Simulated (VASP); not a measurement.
Runs of VASP 6.6.1 on GaSi. The structure is that of space group Fd-3m (No. 227), or close to it. The cells are those of the table. 

```csv
task,cell,k mesh,cutoff (eV),gap on the mesh (eV),pressure (GPa)
single point,"a = 4.598 Å, angles 60.0°, 4 atoms",4 × 4 × 4,520,none,0.3
single point,"a = 4.622 Å, angles 60.0°, 4 atoms",6 × 6 × 6,520,none,(a)
relaxation of cell and atoms,"relaxed from a = 4.622 Å, angles 60.0°, 4 atoms",4 × 4 × 4,600,none,0.1
single point,"a = 4.520 Å, angles 60.0°, 4 atoms",12 × 12 × 12,520,none,0.0
```

Alike in all rows: level r2SCAN; potentials or basis VASP PAW PBE potentials, release 64 (Ga_d, Si); no spin polarisation; smearing gaussian 0.1 eV.

Q: Estimate the missing entries.

A: (a) -4.8.

Caveats: some runs use coarse meshes; the PAW data sets were made with another functional, which shifts forces and pressure a little.

A k mesh can miss the band edges, and the runs leave out spin-orbit coupling on Ga.

A gap of «none» marks levels without a gap at the run's occupations.
